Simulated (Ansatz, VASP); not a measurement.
Ga4AsN3: VASP beside Ansatz

Contents of INCAR:

```
SYSTEM = Ga4AsN3
PREC = Accurate ; ENCUT = 520
EDIFF = 1E-6 ; ISMEAR = -1
SIGMA = 0.02 ; LREAL = .False.
LASPH = .True. ; NELM = 100
ALGO = Normal ; ISIF = 2
LWAVE = .False. ; LCHARG = .True.
GGA = PE ; LELF = .True.
LVHAR = .True. ; NBANDS = 46
```

Contents of KPOINTS:

```
Automatic mesh
0
Gamma
  8 4 6
  0 0 0
```

File POSCAR:

```
Ga4AsN3
1.0
    3.3720902205      0.0000000000      0.0000000000
    0.0000000000      6.8528605964      0.0000000000
    0.0000000000      0.0000000000      4.7291015999
N Ga As
3 4 1
Direct
    0.0000000000      0.2260492452      0.0022434329
    0.5000000000      0.0000000000      0.5041734566
    0.0000000000      0.7739507548      0.0022434329
    0.5000000000      0.2143359261      0.7757528002
    0.0000000000      0.0000000000      0.2723242265
    0.5000000000      0.7856640739      0.7757528002
    0.0000000000      0.5000000000      0.1650693433
    0.5000000000      0.5000000000      0.5024405076
```

Input for Ansatz:

```yaml
crystal:
  lattice:
    - [3.3720902205, 0.0, 0.0]
    - [0.0, 6.8528605964, 0.0]
    - [0.0, 0.0, 4.7291015999]
  atoms:
    - { symbol: "N", position: [0.0, 0.2260492452, 0.0022434329] }
    - { symbol: Ga, position: [0.5, 0.2143359261, 0.7757528002] }
    - { symbol: "N", position: [0.5, 0.0, 0.5041734566] }
    - { symbol: Ga, position: [0.0, 0.0, 0.2723242265] }
    - { symbol: "N", position: [0.0, 0.7739507548, 0.0022434329] }
    - { symbol: Ga, position: [0.5, 0.7856640739, 0.7757528002] }
    - { symbol: As, position: [0.5, 0.5, 0.5024405076] }
    - { symbol: Ga, position: [0.0, 0.5, 0.1650693433] }
kpoints:
  mp_grid: { grid: [8, 4, 6] }
  band_path:
    path:
      - [[0.0, 0.0, 0.0], [0.5, 0.0, 0.0], [0.5, 0.5, 0.0], [0.0, 0.5, 0.0], [0.0, 0.0, 0.0], [0.0, 0.0, 0.5], [0.5, 0.0, 0.5], [0.5, 0.5, 0.5], [0.0, 0.5, 0.5], [0.0, 0.0, 0.5]]
      - [[0.5, 0.0, 0.0], [0.5, 0.0, 0.5]]
      - [[0.0, 0.5, 0.0], [0.0, 0.5, 0.5]]
      - [[0.5, 0.5, 0.0], [0.5, 0.5, 0.5]]
    npoints: 10
hamiltonian:
  xc: pbe
scf:
  occupations: { method: fermi_dirac, width: 0.02 }
  n_extra_bands: 6
output:
  forces: true
  stress: true
  eigenvalues: true
```

Alike in both runs: task single point; functional PBE; k mesh 8 × 4 × 6; occupations fermi-dirac, width 0.02 eV; no spin polarisation.

|  | VASP | Ansatz |
| --- | --- | --- |
| version | VASP 6.6.1 | Ansatz 0.2.0 |
| potentials or method | VASP PAW PBE potentials, release 64 (N, Ga_d, As) | plane waves, PAW |
| plane-wave cutoff (eV) | 520 | 420 |
| valence electrons in the cell | 72 | 82 |

|  | VASP | Ansatz | Ansatz less VASP |
| --- | --- | --- | --- |
| pressure (GPa) | 5.1 | 4.9 | -0.19 |
| rms of the force components (eV/Å) | 0.085 | 0.084 | -0.0016 |

VASP's potentials hold 72 valence electrons a cell and Ansatz's 82, so a difference there can come from the potentials and not from the codes.
